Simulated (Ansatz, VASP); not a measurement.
Two plane-wave programs on Be

```xyz
2
Lattice="2.2798 0.0000 0.0000 -1.1399 1.9743 0.0000 0.0000 0.0000 3.5273" Properties=species:S:1:pos:R:3 pbc="T T T"
Be    0.0000    1.3162    2.6455
Be    1.1399    0.6581    0.8818
```

Alike in both runs: functional PBE; k mesh 10 × 10 × 6; occupations gaussian, width 0.05 eV; no spin polarisation.

Ansatz relaxed the structure, and its values are those at the end. VASP's run is a single point on that final structure, the one shown.

```csv
,VASP,Ansatz
version,VASP 6.6.1,Ansatz 0.2.0
potentials or method,"VASP PAW PBE potentials, release 64 (Be), cutoff 520 eV","scalar-relativistic, plane waves, PAW"
valence electrons in the cell,4,4
```

```csv
,VASP,Ansatz,Ansatz less VASP
pressure (GPa),0.2,0.0,-0.15
```
